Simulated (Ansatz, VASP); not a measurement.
## Two plane-wave programs on LiCl

The input INCAR:

```
SYSTEM = LiCl
PREC = Accurate
ENCUT = 520
EDIFF = 1E-6
ISMEAR = -1
SIGMA = 0.02
LREAL = .False.
LASPH = .True.
NELM = 100
ALGO = Normal
ISIF = 2
LWAVE = .False.
LCHARG = .True.
GGA = PE
LELF = .True.
LVHAR = .True.
NBANDS = 12
```

File KPOINTS:

```
regular mesh
0
Gamma
  8 8 8
  0 0 0
```

File POSCAR:

```
LiCl
1.0
    0.0405557869      2.5965927795      2.5965927795
    2.5965927795      0.0405557869      2.5965927795
    2.5965927795      2.5965927795      0.0405557869
Li Cl
1 1
Direct
    0.0000000000      0.0000000000      0.0000000000
    0.5000000000      0.5000000000      0.5000000000
```

Input for Ansatz:

```yaml
crystal:
  lattice:
    - [0.0405557869, 2.5965927795, 2.5965927795]
    - [2.5965927795, 0.0405557869, 2.5965927795]
    - [2.5965927795, 2.5965927795, 0.0405557869]
  atoms:
    - { symbol: Li, position: [0.0, 0.0, 0.0] }
    - { symbol: Cl, position: [0.5, 0.5, 0.5] }
kpoints:
  mp_grid: { grid: [8, 8, 8] }
  band_path:
    path:
      - [0.0, 0.0, 0.0]
      - [0.5, 0.0, 0.5]
      - [0.625, 0.25, 0.625]
      - [0.375, 0.375, 0.75]
      - [0.5, 0.5, 0.5]
      - [0.5, 0.25, 0.75]
      - [0.0625, 0.0625, 0.119792]
    npoints: 1
hamiltonian:
  xc: pbe
scf:
  occupations: { method: fermi_dirac, width: 0.02 }
  n_extra_bands: 4
output:
  forces: true
  stress: true
  eigenvalues: true
  write_density: true
  write_potential: true
  elf: true
  volumetric_format: npy
```

Change from the starting cell: shear_111 strain +2.4%.

Alike in both runs: task single point; functional PBE; k mesh 8 × 8 × 8; occupations fermi-dirac, width 0.02 eV; no spin polarisation.

|  | VASP | Ansatz |
| --- | --- | --- |
| version | VASP 6.6.1 | Ansatz 0.2.0 |
| potentials or method | VASP PAW PBE potentials, release 64 (Li_sv, Cl) | plane waves, PAW |
| plane-wave cutoff (eV) | 520 | 420 |
| valence electrons in the cell | 10 | 10 |

|  | VASP | Ansatz | Ansatz less VASP |
| --- | --- | --- | --- |
| gap on the k mesh at the Fermi level (eV) | 6.21 | 6.20 | -0.012 |

Noted on VASP's run: the cutoff is short for stress, so the pressure is rough.
